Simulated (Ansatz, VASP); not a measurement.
**Cu in VASP and in Ansatz**

File INCAR:

```
SYSTEM = Cu
ALGO     = Fast           ! electronic algorithm
EDIFF    = 1E-7           ! SCF threshold, eV
ENCUT    = 520            ! plane-wave cutoff, eV
GGA      = PS             ! functional
ISIF     = 2              ! what is computed and relaxed
ISMEAR   = 0              ! smearing method
LASPH    = .TRUE.         ! aspherical terms in the spheres
LCHARG   = .TRUE.         ! write CHGCAR
LELF     = .TRUE.         ! ELF
LREAL    = .FALSE.        ! projectors in reciprocal space
LVHAR    = .TRUE.       
LWAVE    = .FALSE.        ! write WAVECAR
NBANDS   = 42             ! bands
NELM     = 100            ! most SCF steps
PREC     = Accurate       ! precision mode
SIGMA    = 0.15           ! smearing width, eV
```

The input KPOINTS:

```
k-points
0
G
  20 20 4
  0 0 0
```

POSCAR

```
Cu
1.0
   -1.4427933200     -1.4427933200     -1.3760814500
   -1.4427933200     -1.4427933200      1.3760814500
   -9.0103133106      9.0103133106      0.0000000000
Cu
6
Direct
    0.5000000000      0.5000000000      0.0800474252
    0.0000000000      0.0000000000      0.8806818040
    0.5000000000      0.5000000000      0.4003011767
    0.0000000000      0.0000000000      0.2401743009
    0.5000000000      0.5000000000      0.7205549282
    0.0000000000      0.0000000000      0.5604280525
```

Input for Ansatz:

```yaml
crystal:
  lattice:
    - [-1.44279332, -1.44279332, -1.37608145]
    - [-1.44279332, -1.44279332, 1.37608145]
    - [-9.0103133106, 9.0103133106, 0.0]
  atoms:
    - { symbol: Cu, position: [0.5, 0.5, 0.0800474252] }
    - { symbol: Cu, position: [0.0, 0.0, 0.880681804] }
    - { symbol: Cu, position: [0.5, 0.5, 0.4003011767] }
    - { symbol: Cu, position: [0.0, 0.0, 0.2401743009] }
    - { symbol: Cu, position: [0.5, 0.5, 0.7205549282] }
    - { symbol: Cu, position: [0.0, 0.0, 0.5604280525] }
basis:
  ecutwfc: 420
kpoints:
  mp_grid: { grid: [20, 20, 4] }
hamiltonian:
  xc: pbesol
scf:
  occupations: { method: gaussian, width: 0.15 }
output:
  forces: true
  stress: true
  eigenvalues: true
```

Alike in both runs: task single point; functional PBEsol; k mesh 20 × 20 × 4; occupations gaussian, width 0.15 eV; no spin polarisation.

|  | VASP | Ansatz |
| --- | --- | --- |
| version | VASP 6.6.1 | Ansatz 0.2.0 |
| potentials or method | VASP PAW PBE potentials, release 64 (Cu), cutoff 520 eV | scalar-relativistic, plane waves, PAW |
| valence electrons in the cell | 66 | 114 |

|  | VASP | Ansatz | Ansatz less VASP |
| --- | --- | --- | --- |
| gap on the k mesh at the Fermi level (eV) | none | none | - |
| pressure (GPa) | -3.7 | -4.4 | -0.71 |
| traceless stress, the component that is largest in VASP (GPa) | 2.16 | 2.14 | -0.024 |
| rms of the force components (eV/Å) | 0.245 | 0.243 | -0.0029 |

VASP's potentials were made for PBE, not for PBEsol. Atom by atom the forces differ by 0.003 eV/Å (rms over components). A gap of «none» marks a metal or a gap that the smearing closes. The functional is the same, so the differences come from potentials, cutoffs and numerics. VASP's potentials hold 66 valence electrons a cell and Ansatz's 114, so a difference there can come from the potentials and not from the codes.
